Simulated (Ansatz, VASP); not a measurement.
# GaP in VASP and in Ansatz

```
Ga P
1.0
     0.00000    2.72540    2.75265
     2.72540    0.00000    2.75265
     2.72540    2.72540    0.00000
Ga P
1 1
Cartesian
  0.0000 0.0000 0.0000
  1.3627 1.3627 1.3763
```

Change from the starting cell: uniaxial_z strain +1.0%.

Alike in both runs: task single point; functional HSE06; k mesh 6 × 6 × 6; no spin polarisation.

```csv
,VASP,Ansatz
version,VASP 6.6.1,Ansatz 0.2.0
potentials or method,"VASP PAW PBE potentials, release 64 (Ga_d, P)","plane waves, PAW"
plane-wave cutoff (eV),520,420
occupations,"gaussian, width 0.01 eV",fixed
valence electrons in the cell,18,18
```

Ansatz gave:

```
gap on the k mesh at the Fermi level (eV)                     : 2.27
pressure (GPa)                                                : -0.2
traceless stress, the component that is largest in VASP (GPa) : -0.55
```

Problem. What did VASP give for the same quantities?

Solution. gap on the k mesh at the Fermi level (eV): 2.27; pressure (GPa): -0.3; traceless stress, the component that is largest in VASP (GPa): -0.55.

Ansatz's warnings: stress exchange threshold loose, stress scf threshold loose.
